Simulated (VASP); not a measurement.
# SiC (Moissanite 3C) (F-43m) in VASP: further runs

The runs below take SiC (Moissanite 3C) through relaxation of cell and atoms, with PBE.

All numbers are computed with VASP 6.6.1; they aren't measurements. Logs are shortened: lines on timing, memory, paths and dates and some standing lists are left out, and cuts for length are marked.

## 1. The cell of the first run

The structure is cubic, space group F-43m (No. 216). Conventional cell: a = 4.358 Å, b = 4.358 Å, c = 4.358 Å, α = 90.00°, β = 90.00°, γ = 90.00°. Si (site symmetry -43m) has 4 C at 1.89 Å within 2.5 Å. Within 2.5 Å of C (site symmetry -43m) lie 4 Si at 1.89 Å.

## 2. Relaxation of cell and atoms, PBE, target pressure 6 GPa, at which the enthalpy is minimised

Input file INCAR:

```
PREC = Accurate ; ENCUT = 600
EDIFF = 1E-6 ; ISMEAR = 0
SIGMA = 0.01 ; LREAL = False
LASPH = True ; NELM = 80
ALGO = Normal ; ISIF = 3
LWAVE = False ; LCHARG = False
GGA = PE ; IBRION = 2
NSW = 80 ; EDIFFG = -0.005
PSTRESS = 60.0
```

Input file KPOINTS:

```
regular mesh
0
Gamma
  9 9 9
```

Input file POSCAR:

```
SiC
1.0
    0.0000000000      2.1790000000      2.1790000000
    2.1790000000      0.0000000000      2.1790000000
    2.1790000000      2.1790000000      0.0000000000
Si C
1 1
Direct
    0.0000000000      0.0000000000      0.0000000000
    0.2500000000      0.2500000000      0.2500000000
```

Potentials or basis: VASP PAW PBE potentials, release 64 (Si, C).

The run is started by

```bash
> cat potpaw_PBE.64/Si/POTCAR potpaw_PBE.64/C/POTCAR > POTCAR
> mpirun -np 1 vasp_std > vasp.out
```

OUTCAR:

```text
PREC = Accurate
   ENCUT = 600
   EDIFF = 1E-6
   ISMEAR = 0
   LREAL = False
   LASPH = True
   NELM = 80
   ISIF = 3
   GGA = PE
   IBRION = 2
   NSW = 80
   EDIFFG = -0.005
   PSTRESS = 60.0

 ion  position               nearest neighbor table
   1  0.000  0.000  0.000-   2 1.89   2 1.89   2 1.89   2 1.89
   2  0.250  0.250  0.250-   1 1.89   1 1.89   1 1.89   1 1.89

  LATTYP: Found a face centered cubic cell.
 ALAT       =     4.3580000000

  Lattice vectors:

 A1 = (   0.0000000000,   2.1790000000,   2.1790000000)
 A2 = (   2.1790000000,   0.0000000000,   2.1790000000)
 A3 = (   2.1790000000,   2.1790000000,   0.0000000000)

Analysis of symmetry for initial positions (statically):
=====================================================================
 Subroutine PRICEL returns:
 Original cell was already a primitive cell.

 Routine SETGRP: Setting up the symmetry group for a
 face centered cubic supercell.

 Subroutine GETGRP returns: Found 24 space group operations
 (whereof 24 operations were pure point group operations)
 out of a pool of 48 trial point group operations.

The static configuration has the point symmetry T_d .

Analysis of symmetry for dynamics (positions and initial velocities):
=====================================================================
 Subroutine PRICEL returns:
 Original cell was already a primitive cell.

 Routine SETGRP: Setting up the symmetry group for a
 face centered cubic supercell.

 Subroutine GETGRP returns: Found 24 space group operations
 (whereof 24 operations were pure point group operations)
 out of a pool of 48 trial point group operations.

The dynamic configuration has the point symmetry T_d .

 Subroutine INISYM returns: Found 24 space group operations
 (whereof 24 operations are pure point group operations),
 and found     1 'primitive' translations

----------------------------------------------------------------------------------------

                                     Primitive cell

  volume of cell :      20.6920

  direct lattice vectors                    reciprocal lattice vectors
     0.000000000  2.179000000  2.179000000    -0.229463056  0.229463056  0.229463056
     2.179000000  0.000000000  2.179000000     0.229463056 -0.229463056  0.229463056
     2.179000000  2.179000000  0.000000000     0.229463056  0.229463056 -0.229463056

  length of vectors
     3.081571352  3.081571352  3.081571352     0.397441672  0.397441672  0.397441672

[... 95 lines left out ...]
   ISMEAR =     0;   SIGMA  =   0.01  broadening in eV -4-tet -1-fermi 0-gaus
   EFERMI_NEDOS =   21; number of points for ismear=-14 and -15
   IALGO  =     38    algorithm
   IMIX   =      4    mixing-type and parameters
     AMIX     =   0.40;   BMIX     =  1.00
     AMIX_MAG =   1.60;   BMIX_MAG =  1.00
  volume/ion in A,a.u.               =      10.35        69.82
  Fermi-wavevector in a.u.,A,eV,Ry     =   1.192626  2.253736 19.352338  1.422357
  Thomas-Fermi vector in A             =   2.328660
   LORBIT       =      0    0 simple, 1 ext, 2 COOP (PROOUT), +10 PAW based schemes
   GGA     = PE    functional components
   LHFCALC =     F    Hartree Fock is set to
   AEXX    =    0.0000 exact exchange contribution
   IVDW    =     0    specifies the selected vdW correction
   LEPSILON=     F    determine dielectric tensor
   LRPA    =     F    only Hartree local field effects (RPA)
 conjugate gradient relaxation of ions
 non-spin polarized calculation
 Gauss-broadening in eV      SIGMA  =   0.01
  energy-cutoff  :      600.00
  volume of cell :       20.69
 maximum number of plane-waves:       702
 NGX is ok and might be reduce to    28
   NGX = 13   NGY = 13   NGZ = 13

--------------------------------------- Ionic step        1  -------------------------------------------

 number of electron       8.0000000 magnetization

 Free energy of the ion-electron system (eV)
  ---------------------------------------------------
  ext. energy  EPLUGINS =         0.00000000
  ---------------------------------------------------
  free energy    TOTEN  =       -15.05885987 eV

  energy without entropy =      -15.05885987  energy(sigma->0) =      -15.05885987

------------------------ aborting loop because EDIFF is reached ----------------------------------------

  FORCE on cell =-STRESS in cart. coord.  units (eV):
  Direction    XX          YY          ZZ          XY          YZ          ZX
  --------------------------------------------------------------------------------------
  -------------------------------------------------------------------------------------
  Total        0.3981059      0.3981059      0.3981059      0.0000000      0.0000000      0.0000000
  in kB       30.8253122     30.8253122     30.8253122      0.0000000      0.0000000      0.0000000
  external PRESSURE =     -29.1746878 kB  Pullay stress =      60.0000000 kB
[... 63 lines left out ...]
--------------------------------------- Ionic step        3  -------------------------------------------

 number of electron       8.0000000 magnetization

 Free energy of the ion-electron system (eV)
  ---------------------------------------------------
  ext. energy  EPLUGINS =         0.00000000
  ---------------------------------------------------
  free energy    TOTEN  =       -15.05145634 eV

  energy without entropy =      -15.05145634  energy(sigma->0) =      -15.05145634

 E-fermi :   8.3416     XC(G=0): -11.4119

 val. band max:        8.2504615926   @ k =   0.0000   0.0000   0.0000
 cond. band min:       9.7432963825   @ k =   0.4444   0.4444   0.0000
 fundamental gap:      1.4928347900
 Fermi energy:         8.3416298413

 k-point     1 :       0.0000    0.0000    0.0000
  band No.  band energies     occupation
      1      -7.2533      2.00000
      2       8.2505      2.00000
      3       8.2505      2.00000
      4       8.2505      2.00000
      5      14.6339      0.00000
      6      15.6476      0.00000
      7      15.6476      0.00000
      8      15.6476      0.00000
[... 243 lines left out ...]
 k-point    24 :       0.4444    0.4444    0.0000
  band No.  band energies     occupation
      1      -2.6466      2.00000
      2       0.9467      2.00000
      3       5.1072      2.00000
      4       5.1072      2.00000
      5       9.7433      0.00000
      6      12.7154      0.00000
      7      22.1672      0.00000
      8      22.1672      0.00000

 [... further k-points ...]

------------------------ aborting loop because EDIFF is reached ----------------------------------------

  FORCE on cell =-STRESS in cart. coord.  units (eV):
  Direction    XX          YY          ZZ          XY          YZ          ZX
  --------------------------------------------------------------------------------------
  -------------------------------------------------------------------------------------
  Total        0.7655142      0.7655142      0.7655142     -0.0000000     -0.0000000      0.0000000
  in kB       60.0355834     60.0355834     60.0355834     -0.0000000     -0.0000000      0.0000000
  external PRESSURE =       0.0355834 kB  Pullay stress =      60.0000000 kB
[... 21 lines left out ...]
  energy  without entropy=      -15.0514563361  energy(sigma->0) =      -15.05145634

  enthalpy is  TOTEN    =       -14.2863958455 eV   P V=        0.7650604906

 reached required accuracy - stopping structural energy minimisation
```

It took 30 s on 1 thread of Intel Xeon 8259CL, shared host; peak memory 0.16 GiB.

Results:

```yaml
Free_energy: -15.0515 eV
Relaxed_volume: 10.21 Å³/atom
Relaxed_cell: a = 3.068 Å, b = 3.068 Å, c = 3.068 Å, α = 60.00°, β = 60.00°, γ = 60.00°
Space_group_after_relaxing_to_0.05_Å: F-43m (No. 216)
Energy_change_on_relaxing_the_enthalpy_is_what_falls: +3.7 meV/atom
Ionic_steps: 3
Pressure_after_relaxing: 6.0 GPa
Band_gap_on_the_k_mesh: 1.49 eV, indirect (least direct gap 4.64 eV)
```

The path:
```csv
step,energy change (eV),largest force (eV/Å),pressure (GPa),volume (Å³)
1,0.0000,0.0000,3.08,20.69
2,0.0217,0.0000,9.55,20.13
3,0.0074,0.0000,6.00,20.43
```

Final structure:
```yaml
crystal:
  lattice:
    - [0.00000, 2.16974, 2.16974]
    - [2.16974, 0.00000, 2.16974]
    - [2.16974, 2.16974, 0.00000]
  atoms:
    - { symbol: Si, position: [0.00000, 0.00000, 0.00000] }
    - { symbol: C, position: [0.25000, 0.25000, 0.25000] }
```

Caveat: the cell is relaxed towards a set pressure, so the enthalpy falls and the energy may rise. A k mesh can miss the band edges.

## 3. Relaxation of cell and atoms, PBE, target pressure 8 GPa, at which the enthalpy is minimised

Input file INCAR:

```
SYSTEM = SiC
ALGO     = Normal         ! electronic algorithm
EDIFF    = 1E-6           ! SCF threshold, eV
EDIFFG   = -0.005         ! ionic threshold
ENCUT    = 600            ! plane-wave cutoff, eV
GGA      = PE             ! functional
IBRION   = 2              ! ionic algorithm
ISIF     = 3              ! what is computed and relaxed
ISMEAR   = 0              ! smearing method
LASPH    = .TRUE.         ! aspherical terms in the spheres
LCHARG   = .FALSE.        ! write CHGCAR
LREAL    = .FALSE.        ! projectors in reciprocal space
LWAVE    = .FALSE.        ! write WAVECAR
NELM     = 100            ! most SCF steps
NSW      = 80             ! ionic steps
PREC     = Accurate       ! precision mode
PSTRESS  = 80.0         
SIGMA    = 0.01           ! smearing width, eV
```

Input file KPOINTS:

```
k-points
0
G
  9 9 9
  0 0 0
```

POSCAR is that of step 2.

Potentials or basis: VASP PAW PBE potentials, release 64 (Si, C).

The run is started by

```bash
> cat potpaw_PBE.64/Si/POTCAR potpaw_PBE.64/C/POTCAR > POTCAR
> mpirun -np 1 vasp_std > vasp.out
```

Run time: 30 s. Hardware: 1 thread of Intel Xeon 8259CL, shared host; peak memory 0.15 GiB.

The run converged. Its results:

| Quantity | Value |
| --- | --- |
| Free energy | -15.0441 eV |
| Relaxed volume | 10.13 Å³/atom |
| Relaxed cell | a = 3.060 Å, b = 3.060 Å, c = 3.060 Å, α = 60.00°, β = 60.00°, γ = 60.00° |
| Space group after relaxing (to 0.05 Å) | F-43m (No. 216) |
| Energy change on relaxing (the enthalpy is what falls) | +7.4 meV/atom |
| Ionic steps | 3 |
| Pressure after relaxing | 8.0 GPa |
| Band gap on the k mesh | 1.49 eV, indirect (least direct gap 4.65 eV) |

Step by step:
```csv
step,energy change (eV),largest force (eV/Å),pressure (GPa),volume (Å³)
1,0.0000,0.0000,3.08,20.69
2,0.0498,0.0000,14.42,19.76
3,0.0147,0.0000,7.98,20.26
```

Final structure:
```
CELL_PARAMETERS angstrom
0.00000 2.16376 2.16376
2.16376 0.00000 2.16376
2.16376 2.16376 0.00000
ATOMIC_POSITIONS crystal
Si 0.00000 0.00000 0.00000
C 0.25000 0.25000 0.25000
```

Levels at points of the mesh, in eV from the valence-band top:
| k point | band 1 | band 2 | band 3 | band 4 | band 5 | band 6 | band 7 | band 8 |
| --- | --- | --- | --- | --- | --- | --- | --- | --- |
| (0.00, 0.00, 0.00) | -15.57 | 0.00 | 0.00 | 0.00 | 6.48 | 7.46 | 7.46 | 7.46 |

Caveat: the cell is relaxed towards a set pressure, so the enthalpy falls and the energy may rise.
